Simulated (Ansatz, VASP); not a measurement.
One calculation of ZnInC4N4, two programs

```
Zn In C N
1.0
     6.11559    0.00000    0.00000
     0.00000    6.11559    0.00000
     0.00000    0.00000    6.11559
Zn In C N
1 1 4 4
Direct
  0.50000 0.50000 0.50000
  0.00000 0.00000 0.00000
  0.20433 0.20433 0.20433
  0.20433 0.79567 0.79567
  0.79567 0.20433 0.79567
  0.79567 0.79567 0.20433
  0.31491 0.31491 0.31491
  0.31491 0.68509 0.68509
  0.68509 0.31491 0.68509
  0.68509 0.68509 0.31491
```

Alike in both runs: functional PBE; k mesh 4 × 4 × 4; occupations gaussian, width 0.1 eV; no spin polarisation.

Ansatz relaxed the structure, and its values are those at the end. VASP's run is a single point on that final structure, the one shown.

|  | VASP | Ansatz |
| --- | --- | --- |
| version | VASP 6.6.1 | Ansatz 0.2.0 |
| potentials or method | VASP PAW PBE potentials, release 64 (Zn, In_d, C_h, N_h), cutoff 910 eV | scalar-relativistic, plane waves, PAW |
| valence electrons in the cell | 61 | 61 |

|  | VASP | Ansatz | Ansatz less VASP |
| --- | --- | --- | --- |
| gap on the k mesh at the Fermi level (eV) | none | none | - |
| rms of the force components (eV/Å) | 0.012 | 0.004 | -0.0081 |

A gap of «none» marks a metal or a gap that the smearing closes.

Noted on VASP's run: the cutoff is short for stress, so the pressure is rough.
